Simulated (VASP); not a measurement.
# TaN in VASP: further runs, part 2 of 2

VASP 6.6.1. Earlier steps stand in the parts before.

**3. Relaxation of cell and atoms, PBE**

This run uses another cell than the first one, of 10.76 Å³/atom.

File INCAR:

```
SYSTEM = TaN
PREC = Accurate ; ENCUT = 600
EDIFF = 1E-6 ; ISMEAR = -1
SIGMA = 0.02 ; LREAL = .False.
LASPH = .True. ; NELM = 100
ALGO = Normal ; ISIF = 3
LWAVE = .False. ; LCHARG = .False.
GGA = PE ; IBRION = 2
NSW = 80 ; EDIFFG = -0.01
```

File KPOINTS:

```
regular mesh
0
Gamma
  12 12 10
  0 0 0
```

File POSCAR:

```
TaN
1.0
    1.4683539300      2.5432636200      0.0000000000
   -1.4683550000      2.5432642300      0.0000000000
    0.0000000000      0.0000000000      2.8817350000
N Ta
1 1
Direct
    0.0000000000      0.0000000000      0.0000000000
    0.3333000000      0.3334000000      0.5000000000
```

Potentials or basis: VASP PAW PBE potentials, release 64 (N, Ta_pv).

Command:

```
$ cat potpaw_PBE.64/N/POTCAR potpaw_PBE.64/Ta_pv/POTCAR > POTCAR
$ mpirun -np 1 vasp_std > vasp.out
```

OUTCAR:

```text
SYSTEM = TaN
   PREC = Accurate
   ENCUT = 600
   EDIFF = 1E-6
   ISMEAR = -1
   LREAL = .False.
   LASPH = .True.
   NELM = 100
   ISIF = 3
   GGA = PE
   IBRION = 2
   NSW = 80
   EDIFFG = -0.01

 ion  position               nearest neighbor table
   1  0.000  0.000  0.000-   2 2.22   2 2.22   2 2.23   2 2.23   2 2.23   2 2.23
   2  0.333  0.333  0.500-   1 2.22   1 2.22   1 2.23   1 2.23   1 2.23   1 2.23

  LATTYP: Found a hexagonal cell.
 ALAT       =     2.9367089317
 C/A-ratio  =     0.9812804289

  Lattice vectors:

 A1 = (   1.4683550000,  -2.5432642300,   0.0000000000)
 A2 = (   1.4683539300,   2.5432636200,   0.0000000000)
 A3 = (   0.0000000000,   0.0000000000,   2.8817350000)

Analysis of symmetry for initial positions (statically):
=====================================================================
 Subroutine PRICEL returns:
 Original cell was already a primitive cell.

 Routine SETGRP: Setting up the symmetry group for a
 hexagonal supercell.

 Subroutine GETGRP returns: Found  4 space group operations
 (whereof  4 operations were pure point group operations)
 out of a pool of 24 trial point group operations.

The static configuration has the point symmetry C_2v.

Analysis of symmetry for dynamics (positions and initial velocities):
=====================================================================
 Subroutine PRICEL returns:
 Original cell was already a primitive cell.

 Routine SETGRP: Setting up the symmetry group for a
 hexagonal supercell.

 Subroutine GETGRP returns: Found  4 space group operations
 (whereof  4 operations were pure point group operations)
 out of a pool of 24 trial point group operations.

The dynamic configuration has the point symmetry C_2v.

 Subroutine INISYM returns: Found  4 space group operations
 (whereof  4 operations are pure point group operations),
 and found     1 'primitive' translations

----------------------------------------------------------------------------------------

                                     Primitive cell

  volume of cell :      21.5232

  direct lattice vectors                    reciprocal lattice vectors
     1.468353930  2.543263620  0.000000000     0.340517274  0.196597835  0.000000000
    -1.468355000  2.543264230  0.000000000    -0.340517193  0.196597692  0.000000000
     0.000000000  0.000000000  2.881735000     0.000000000  0.000000000  0.347013171

  length of vectors
     2.936707868  2.936708932  2.881735000     0.393195528  0.393195385  0.347013171

  position of ions in fractional coordinates (direct lattice)
     0.000000000  0.000000000  0.000000000
     0.333300000  0.333400000  0.500000000

  ion indices of the primitive-cell ions
   primitive index   ion index
                 1           1
                 2           2

----------------------------------------------------------------------------------------

 KPOINTS: regular mesh

Automatic generation of k-mesh.
 Grid dimensions read from file:
 generate k-points for:   12   12   10

 Generating k-lattice:

  Cartesian coordinates                     Fractional coordinates (reciprocal lattice)
     0.028376440  0.016383153  0.000000000     0.083333333  0.000000000  0.000000000
    -0.028376433  0.016383141  0.000000000    -0.000000000  0.083333333  0.000000000
[... 52 lines left out ...]
   ISPIN  =      1    spin polarized calculation?
   LNONCOLLINEAR =      F non collinear calculations
   LSORBIT =      F    spin-orbit coupling
   LASPH  =      T    aspherical Exc in radial PAW
   ENCUT  =  600.0 eV  44.10 Ry    6.64 a.u.   5.87  5.87  5.76*2*pi/ulx,y,z
   NELM   =    100;   NELMIN=  2; NELMDL= -5     # of ELM steps
   EDIFF  = 0.1E-05   stopping-criterion for ELM
   LREAL  =      F    real-space projection
   EDIFFG = -.1E-01   stopping-criterion for IOM
   NSW    =     80    number of steps for IOM
   IBRION =      2    ionic relax: 0-MD 1-quasi-New 2-CG
   NFREE  =      1    steps in history (QN), initial steepest desc. (CG)
   ISIF   =      3    stress and relaxation
   ISYM   =      2    0-nonsym 1-usesym 2-fastsym
   POTIM  = 0.5000    time-step for ionic-motion
   TEBEG  =    0.0;   TEEND  =   0.0 temperature during run
   PSTRESS=    0.0 pullay stress
   NELECT =      16.0000    total number of electrons
   NUPDOWN=      -1.0000    fix difference up-down
   EMIN   =  10.00;   EMAX   =-10.00  energy-range for DOS
   EFERMI =   0.00;   METHOD = LEGACY
   ISMEAR =    -1;   SIGMA  =   0.02  broadening in eV -4-tet -1-fermi 0-gaus
   EFERMI_NEDOS =   21; number of points for ismear=-14 and -15
   IALGO  =     38    algorithm
   IMIX   =      4    mixing-type and parameters
     AMIX     =   0.40;   BMIX     =  1.00
     AMIX_MAG =   1.60;   BMIX_MAG =  1.00
  volume/ion in A,a.u.               =      10.76        72.62
  Fermi-wavevector in a.u.,A,eV,Ry     =   1.483017  2.802495 29.923816  2.199338
  Thomas-Fermi vector in A             =   2.596731
   LORBIT       =      0    0 simple, 1 ext, 2 COOP (PROOUT), +10 PAW based schemes
   GGA     = PE    functional components
   LHFCALC =     F    Hartree Fock is set to
   AEXX    =    0.0000 exact exchange contribution
   IVDW    =     0    specifies the selected vdW correction
   LEPSILON=     F    determine dielectric tensor
   LRPA    =     F    only Hartree local field effects (RPA)
 conjugate gradient relaxation of ions
 non-spin polarized calculation
  energy-cutoff  :      600.00
  volume of cell :       21.52
 maximum number of plane-waves:       732
   NGX = 11   NGY = 11   NGZ = 11

--------------------------------------- Ionic step        1  -------------------------------------------

 number of electron      16.0000001 magnetization

 Free energy of the ion-electron system (eV)
  ---------------------------------------------------
  ext. energy  EPLUGINS =         0.00000000
  ---------------------------------------------------
  free energy    TOTEN  =       -22.44179457 eV

  energy without entropy =      -22.44170592  energy(sigma->0) =      -22.44175025

------------------------ aborting loop because EDIFF is reached ----------------------------------------

  FORCE on cell =-STRESS in cart. coord.  units (eV):
  Direction    XX          YY          ZZ          XY          YZ          ZX
  --------------------------------------------------------------------------------------
  -------------------------------------------------------------------------------------
  Total        0.7168079      0.7165001      0.8912828     -0.0002666      0.0000000      0.0000000
  in kB       53.3589156     53.3360038     66.3467633     -0.0198423      0.0000000      0.0000000
  external PRESSURE =      57.6805609 kB  Pullay stress =       0.0000000 kB
[... 95 lines left out ...]
--------------------------------------- Ionic step        4  -------------------------------------------

 number of electron      16.0000001 magnetization

 Free energy of the ion-electron system (eV)
  ---------------------------------------------------
  ext. energy  EPLUGINS =         0.00000000
  ---------------------------------------------------
  free energy    TOTEN  =       -22.44812167 eV

  energy without entropy =      -22.44803031  energy(sigma->0) =      -22.44807599

 E-fermi :   8.2039     XC(G=0): -13.2644

 val. band max:        8.1040777178   @ k =   0.0000   0.0000   0.4000
 cond. band min:       8.2238798117   @ k =  -0.3333   0.3333   0.0000
 fundamental gap:      0.1198020939
 Fermi energy:         8.2038532598

 k-point     1 :       0.0000    0.0000    0.0000
  band No.  band energies     occupation
      1     -26.7958      2.00000
      2     -26.5340      2.00000
      3     -26.5340      2.00000
      4      -9.5686      2.00000
      5       3.6091      2.00000
      6       3.6093      2.00000
      7       3.9552      2.00000
      8       5.1824      2.00000
      9      10.2083      0.00000
     10      11.6081      0.00000
     11      11.6091      0.00000
     12      12.0158      0.00000
[... 331 lines left out ...]
 k-point    24 :      -0.0833    0.3333    0.0000
  band No.  band energies     occupation
      1     -27.3690      2.00000
      2     -26.7624      2.00000
      3     -26.6776      2.00000
      4      -7.6381      2.00000
      5       0.3339      2.00000
      6       3.2190      2.00000
      7       4.2509      2.00000
      8       5.5346      2.00000
      9      10.5615      0.00000
     10      10.7709      0.00000
     11      12.8581      0.00000
     12      13.6726      0.00000

 [... further k-points ...]

------------------------ aborting loop because EDIFF is reached ----------------------------------------

  FORCE on cell =-STRESS in cart. coord.  units (eV):
  Direction    XX          YY          ZZ          XY          YZ          ZX
  --------------------------------------------------------------------------------------
  -------------------------------------------------------------------------------------
  Total        0.0101365      0.0101509     -0.0055999      0.0000125      0.0000000      0.0000000
  in kB        0.7424425      0.7434984     -0.4101570      0.0009145      0.0000000      0.0000000
  external PRESSURE =       0.3585946 kB  Pullay stress =       0.0000000 kB
[... 17 lines left out ...]
  FREE ENERGIE OF THE ION-ELECTRON SYSTEM (eV)
  ---------------------------------------------------
  free  energy   TOTEN  =       -22.4481216710 eV

  energy  without entropy=      -22.4480303055  energy(sigma->0) =      -22.44807599

 reached required accuracy - stopping structural energy minimisation
```

OSZICAR:

```text
N       E                     dE             d eps       ncg     rms          rms(c)
DAV:   1     0.987022394576E+02    0.98702E+02   -0.10115E+04  6192   0.158E+03
DAV:   2    -0.207637289394E+02   -0.11947E+03   -0.11287E+03  7100   0.372E+02
[... 28 lines left out ...]
   3 F= -.22448121E+02 E0= -.22448075E+02  d E =-.632617E-02
       N       E                     dE             d eps       ncg     rms          rms(c)
DAV:   1    -0.224481284524E+02   -0.71969E-05   -0.25688E-04  6316   0.212E-01    0.306E-02
DAV:   2    -0.224481229590E+02    0.54933E-05   -0.74625E-06  6268   0.317E-02    0.124E-02
DAV:   3    -0.224481215621E+02    0.13969E-05   -0.45795E-06  6644   0.246E-02    0.238E-03
DAV:   4    -0.224481216710E+02   -0.10889E-06   -0.46061E-08  3120   0.273E-03
   4 F= -.22448122E+02 E0= -.22448076E+02  d E =-.632710E-02
```

Run time: 99 s. Hardware: 1 thread of AMD EPYC 7R13 (Zen 3), shared host; peak memory 0.19 GiB.

What came out:

- Free energy: -22.4481 eV
- Relaxed volume: 10.94 Å³/atom
- Relaxed cell: a = 2.951 Å, b = 2.951 Å, c = 2.900 Å, α = 90.00°, β = 90.00°, γ = 60.00°
- Space group after relaxing (to 0.1 Å): P-6m2 (No. 187)
- Energy gained by relaxing: 3.2 meV/atom
- Ionic steps: 4
- Pressure after relaxing: 0.0 GPa
- Band gap on the k mesh: zero (bands 8 and 9 overlap by 0.50 eV)

Step by step:
```tsv
step	energy change (eV)	largest force (eV/Å)	pressure (GPa)	volume (Å³)
1	0.0000	0.0023	5.77	21.52
2	0.0289	0.0005	-12.27	22.75
3	-0.0063	0.0013	-0.06	21.88
4	-0.0063	0.0013	0.04	21.87
```

Final structure:
```cif
data_structure
_symmetry_space_group_name_H-M 'P 1'
_symmetry_Int_Tables_number 1
_cell_length_a 2.9514
_cell_length_b 2.9514
_cell_length_c 2.8997
_cell_angle_alpha 90.000
_cell_angle_beta 90.000
_cell_angle_gamma 60.000
_cell_volume 21.87
loop_
_atom_site_label
_atom_site_type_symbol
_atom_site_fract_x
_atom_site_fract_y
_atom_site_fract_z
_atom_site_occupancy
N1 N 0.99999 0.00001 0.00000 1
Ta1 Ta 0.33331 0.33339 0.50000 1
```

Levels at points of the mesh, in eV from the Fermi level:
```
           k point  band 6  band 7  band 8  band 9  band 10  band 11
(0.00, 0.00, 0.00)   -4.59   -4.25   -3.02    2.00     3.40     3.41
(0.50, 0.00, 0.00)   -5.23   -3.52   -3.26    2.85     3.84     5.02
(0.00, 0.50, 0.00)   -5.23   -3.52   -3.26    2.85     3.84     5.02
(0.00, 0.00, 0.50)   -3.80   -3.79   -0.19   -0.19     2.24     3.19
(0.50, 0.00, 0.50)   -6.24   -5.70   -0.50    3.95     5.14     5.79
(0.00, 0.50, 0.50)   -6.24   -5.70   -0.50    3.95     5.14     5.79
```

Caveat: spin-orbit coupling is left out, which moves the levels of the heavy elements.
